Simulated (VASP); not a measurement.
# AlN (I-4m2) in VASP: notebook, part 2 of 2

VASP 6.6.1. The steps go on from the part before.

## 4. Single point, PBE

This run uses another cell than the first one, of the same volume but with other edges.

File INCAR:

```
  ALGO = Normal
  EDIFF = 1E-6
  ENCUT = 520
  GGA = PE
  ISIF = 2
  ISMEAR = 0
  LASPH = True
  LCHARG = False
  LREAL = False
  LWAVE = False
  NBANDS = 11
  NELM = 60
  PREC = Accurate
  SIGMA = 0.05
```

File KPOINTS:

```
k-points
0
Gamma
  10 10 10
```

File POSCAR:

```
AlN
1.0
    0.0000000000      2.0172269204      2.6223949965
    2.0172269204      0.0000000000      2.6223949965
    2.0172269204      2.0172269204      0.0000000000
Al N
1 1
Direct
    0.0000000000      0.0000000000      0.0000000000
    0.7500000000      0.7500000000      0.7500000000
```

Potentials or basis: VASP PAW PBE potentials, release 64 (Al, N).

On the command line:

```bash
cat potpaw_PBE.64/Al/POTCAR potpaw_PBE.64/N/POTCAR > POTCAR
mpirun -np 1 vasp_std > vasp.out
```

OUTCAR:

```text
EDIFF = 1E-6
   ENCUT = 520
   GGA = PE
   ISIF = 2
   ISMEAR = 0
   LASPH = True
   LREAL = False
   NELM = 60
   PREC = Accurate

 ion  position               nearest neighbor table
   1  0.000  0.000  0.000-   2 1.94   2 1.94   2 1.94   2 1.94
   2  0.750  0.750  0.750-   1 1.94   1 1.94   1 1.94   1 1.94

  LATTYP: Found a body centered tetragonal cell.
 ALAT       =     2.8527896692
 C/A-ratio  =     1.8384776311

  Lattice vectors:

 A1 = (  -2.0172269204,   0.0000000000,   2.6223949965)
 A2 = (   2.0172269204,   0.0000000000,   2.6223949965)
 A3 = (   0.0000000000,   2.0172269204,  -2.6223949965)

Analysis of symmetry for initial positions (statically):
=====================================================================
 Subroutine PRICEL returns:
 Original cell was already a primitive cell.

 Routine SETGRP: Setting up the symmetry group for a
 body centered tetragonal supercell.

 Subroutine GETGRP returns: Found  8 space group operations
 (whereof  8 operations were pure point group operations)
 out of a pool of 16 trial point group operations.

The static configuration has the point symmetry D_2d.

Analysis of symmetry for dynamics (positions and initial velocities):
=====================================================================
 Subroutine PRICEL returns:
 Original cell was already a primitive cell.

 Routine SETGRP: Setting up the symmetry group for a
 body centered tetragonal supercell.

 Subroutine GETGRP returns: Found  8 space group operations
 (whereof  8 operations were pure point group operations)
 out of a pool of 16 trial point group operations.

The dynamic configuration has the point symmetry D_2d.

 Subroutine INISYM returns: Found  8 space group operations
 (whereof  8 operations are pure point group operations),
 and found     1 'primitive' translations

----------------------------------------------------------------------------------------

                                     Primitive cell
[... 114 lines left out ...]
  Thomas-Fermi vector in A             =   2.316684
   LORBIT       =      0    0 simple, 1 ext, 2 COOP (PROOUT), +10 PAW based schemes
   GGA     = PE    functional components
   LHFCALC =     F    Hartree Fock is set to
   AEXX    =    0.0000 exact exchange contribution
   IVDW    =     0    specifies the selected vdW correction
   LEPSILON=     F    determine dielectric tensor
   LRPA    =     F    only Hartree local field effects (RPA)
 non-spin polarized calculation
 Gauss-broadening in eV      SIGMA  =   0.05
  energy-cutoff  :      520.00
  volume of cell :       21.34
 maximum number of plane-waves:       593
 NGX is ok and might be reduce to    28

 number of electron       8.0000000 magnetization

 Free energy of the ion-electron system (eV)
  ---------------------------------------------------
  ext. energy  EPLUGINS =         0.00000000
  ---------------------------------------------------
  free energy    TOTEN  =       -14.18331028 eV

  energy without entropy =      -14.18331028  energy(sigma->0) =      -14.18331028

 E-fermi :   7.1625     XC(G=0): -10.8936

 val. band max:        6.8736170609   @ k =  -0.2000   0.2000   0.0000
 cond. band min:       9.0766932426   @ k =   0.5000   0.0000   0.5000
 fundamental gap:      2.2030761817
 Fermi energy:         7.1624886720

 k-point     1 :       0.0000    0.0000    0.0000
  band No.  band energies     occupation
      1      -8.9352      2.00000
      2       4.8661      2.00000
      3       6.6418      2.00000
      4       6.6418      2.00000
      5       9.1804      0.00000
      6      17.5907      0.00000
      7      18.3562      0.00000
      8      18.3562      0.00000
      9      18.5663      0.00000
     10      21.1127      0.00000
     11      27.0725      0.00000
[... 309 lines left out ...]
 k-point    24 :       0.4000    0.3000    0.0000
  band No.  band energies     occupation
      1      -7.4688      2.00000
      2       0.4653      2.00000
      3       5.2578      2.00000
      4       5.9763      2.00000
      5      11.6617      0.00000
      6      14.7427      0.00000
      7      17.7333      0.00000
      8      21.2394      0.00000
      9      21.3324      0.00000
     10      27.6871      0.00000
     11      28.6409      0.00000

 [... further k-points ...]
[... 5 lines left out ...]
  --------------------------------------------------------------------------------------
  -------------------------------------------------------------------------------------
  Total        2.5702301      2.5702301     -6.5474064      0.0000000     -0.0000000      0.0000000
  in kB      192.9500823    192.9500823   -491.5212152      0.0000000     -0.0000000      0.0000000
  external PRESSURE =     -35.2070168 kB  Pullay stress =       0.0000000 kB

 VOLUME and BASIS-vectors are now :
 -----------------------------------------------------------------------------
  energy-cutoff  :      520.00
  volume of cell :       21.34
      direct lattice vectors                 reciprocal lattice vectors
     0.000000000  2.017226920  2.622394997    -0.247865024  0.247865024  0.190665403
     2.017226920  0.000000000  2.622394997     0.247865024 -0.247865024  0.190665403
     2.017226920  2.017226920  0.000000000     0.247865024  0.247865024 -0.190665403

 POSITION                                       TOTAL-FORCE (eV/Angst)
 -----------------------------------------------------------------------------------
      0.00000      0.00000      0.00000        -0.000000     -0.000000      0.000000
      3.02584      3.02584      3.93359         0.000000      0.000000     -0.000000
 -----------------------------------------------------------------------------------
    total drift:                                0.000000      0.000000     -0.000001

  FREE ENERGIE OF THE ION-ELECTRON SYSTEM (eV)
  ---------------------------------------------------
  free  energy   TOTEN  =       -14.1833102771 eV

  energy  without entropy=      -14.1833102771  energy(sigma->0) =      -14.18331028
```

Wall time 10 s (1 thread of Intel Xeon 6975P-C (Granite Rapids), shared host); peak memory 0.15 GiB.

What came out:

- Free energy: -14.1833 eV
- Pressure: -3.5 GPa
- Band gap on the k mesh: 2.20 eV, indirect (least direct gap 2.54 eV)

Stress tensor (GPa, compression positive):
```
 19.30   0.00   0.00
  0.00  19.30   0.00
  0.00   0.00 -49.15
```

Levels at points of the mesh, in eV from the valence-band top:
| k point | band 1 | band 2 | band 3 | band 4 | band 5 | band 6 | band 7 | band 8 |
| --- | --- | --- | --- | --- | --- | --- | --- | --- |
| (0.00, 0.00, 0.00) | -15.81 | -2.01 | -0.23 | -0.23 | 2.31 | 10.72 | 11.48 | 11.48 |
| (0.50, 0.00, 0.00) | -13.70 | -6.69 | -2.66 | -0.09 | 3.81 | 8.72 | 10.80 | 12.58 |
| (0.50, 0.50, 0.00) | -13.90 | -7.50 | -1.12 | -1.12 | 3.67 | 9.25 | 10.29 | 15.46 |
| (0.50, 0.00, 0.50) | -12.69 | -4.93 | -3.33 | -3.06 | 2.20 | 6.07 | 10.02 | 12.93 |

 A k mesh can miss the band edges.

## 5. Single point, PBE

This run uses another cell than the first one, of the same volume but with other edges.

File INCAR:

```
  ALGO = Normal
  EDIFF = 1E-6
  ENCUT = 520
  GGA = PE
  ISIF = 2
  ISMEAR = 0
  LASPH = T
  LCHARG = F
  LREAL = F
  LWAVE = F
  NBANDS = 11
  NELM = 60
  PREC = Accurate
  SIGMA = 0.05
```

KPOINTS is that of step 4.

File POSCAR:

```
AlN
1.0
    0.0000000000      2.2636360249      2.0825451429
    2.2636360249      0.0000000000      2.0825451429
    2.2636360249      2.2636360249      0.0000000000
Al N
1 1
Direct
    0.0000000000      0.0000000000      0.0000000000
    0.7500000000      0.7500000000      0.7500000000
```

On the command line:

```bash
cat potpaw_PBE.64/Al/POTCAR potpaw_PBE.64/N/POTCAR > POTCAR
mpirun -np 1 vasp_std > vasp.out
```

Wall time 5.7 s (1 thread of Intel Xeon 6975P-C (Granite Rapids), shared host); peak memory 0.14 GiB.

It converged, with:

```
Free energy            : -14.8128 eV
Pressure               : -0.8 GPa
Band gap on the k mesh : 2.92 eV, indirect (least direct gap 3.75 eV)
```

Stress tensor (GPa, compression positive):
```
-3.70  0.00  0.00
 0.00 -3.70  0.00
 0.00  0.00  4.86
```

Levels at points of the mesh, in eV from the valence-band top:
```
           k point  band 2  band 3  band 4  band 5  band 6  band 7
(0.00, 0.00, 0.00)   -0.29   -0.29    0.00    3.75   12.07   12.17
(0.50, 0.00, 0.00)   -5.96   -1.00   -0.38    6.73    9.54   10.06
(0.50, 0.50, 0.00)   -4.51   -2.39   -2.39    2.92    7.39   14.34
(0.50, 0.00, 0.50)   -5.30   -1.72   -1.71    3.26    8.69   12.88
```

 A k mesh can miss the band edges.

## 6. Overview

| cell | gap on the mesh (eV) | pressure (GPa) |
| --- | --- | --- |
| a = 3.236, b = 3.236, c = 2.930 Å, angles 63.1, 63.1, 53.8°, 2 atoms | 2.64 | -2.2 |
| a = 3.033, b = 3.033, c = 3.382 Å, angles 56.1, 56.1, 67.8°, 2 atoms | 2.72 | -5.4 |
| a = 3.308, b = 3.308, c = 2.853 Å, angles 64.5, 64.5, 51.1°, 2 atoms | 2.20 | -3.5 |
| a = 3.076, b = 3.076, c = 3.201 Å, angles 58.6, 58.6, 62.7°, 2 atoms | 2.92 | -0.8 |

Alike in all rows: task single point; level PBE; potentials or basis VASP PAW PBE potentials, release 64 (Al, N); no spin polarisation; k mesh 10 × 10 × 10; cutoff (eV) 520; smearing gaussian 0.05 eV.

Total energies depend on the potentials used, so only differences within one code and one set of settings carry meaning.
